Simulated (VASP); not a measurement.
Here is a VASP 6.6.1 calculation.

Contents of INCAR:

```
PREC = Accurate ; ENCUT = 500
EDIFF = 1E-7 ; ISMEAR = 0
SIGMA = 0.1 ; LREAL = F
LASPH = T ; NELM = 120
ALGO = Normal ; ISIF = 3
LWAVE = F ; LCHARG = F
GGA = PE ; IBRION = 2
NSW = 90 ; EDIFFG = -0.04
GGA_COMPAT = F ; NELMIN = 4
```

KPOINTS

```
Automatic mesh
0
Gamma
  4 4 4
```

File POSCAR:

```
HfTe4
1.0
    5.2825585300      0.0000000000      0.0000000000
    0.0000000000      5.2825585300      0.0000000000
    0.0000000000      0.0000000000      5.2825585300
Hf Te
1 4
Direct
    0.0000000000      0.0000000000      0.0000000000
    0.5000000000      0.5000000000      0.5000000000
    0.0000000000      0.5000000000      0.5000000000
    0.5000000000      0.0000000000      0.5000000000
    0.5000000000      0.5000000000      0.0000000000
```

Potentials or basis: VASP PAW PBE potentials, release 64 (Hf_pv, Te).

Run with:

```sh
$ cat potpaw_PBE.64/Hf_pv/POTCAR potpaw_PBE.64/Te/POTCAR > POTCAR
$ mpirun -np 1 vasp_std > vasp.out
```

(1) Estimate the space group after relaxing (to 0.05 Å).

(2) Predict the relaxed volume.

(3) Predict the band gap on the k mesh.

Results:

(1) Pm-3m (No. 221).

(2) 35.78 Å³/atom.

(3) zero (band 17 reaches 5.01 eV, above the bottom of band 18 at 4.41 eV).

Caveat: the volume moved by over 15 % at a fixed basis, so the end points are rough; spin-orbit coupling is left out, which moves the levels of the heavy elements.
